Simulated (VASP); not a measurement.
A run of VASP 6.6.1 is set up as follows.

The input INCAR:

```
SYSTEM = Au
PREC = Accurate
ENCUT = 520
EDIFF = 1E-6
ISMEAR = -1
SIGMA = 0.05
LREAL = .FALSE.
LASPH = .TRUE.
NELM = 60
ALGO = Normal
ISIF = 2
LWAVE = .FALSE.
LCHARG = .FALSE.
LDIPOL = .TRUE.
IDIPOL = 3
DIPOL = 0.5 0.5 0.500
GGA = CA
NBANDS = 36
```

File KPOINTS:

```
Automatic mesh
0
G
  13 9 1
  0 0 0
```

Contents of POSCAR:

```
Au
1.0
    2.8626073067      0.0000000000      0.0000000000
    0.0000000000      4.0483380768      0.0000000000
    0.0000000000      0.0000000000     21.7252000000
Au
5
Direct
    0.0000000000      0.0000000000      0.3729601991
    0.5000000000      0.5000000000      0.4311897701
    0.0000000000      0.0000000000      0.5000000000
    0.5000000000      0.5000000000      0.5688102306
    0.0000000000      0.0000000000      0.6270398003
```

Potentials or basis: VASP PAW LDA potentials, release 64 (Au).

The run is started by

```console
$ cat potpaw_LDA.64/Au/POTCAR > POTCAR
$ mpirun -np 1 vasp_std > vasp.out
```

(1) Estimate the band gap on the k mesh.

(2) Estimate the largest force.

Answers

(1) zero (an odd number of electrons rules out a gap without spin polarisation).

(2) 0.042 eV/Å.

Caveat: spin-orbit coupling is left out, which moves the levels of the heavy elements.
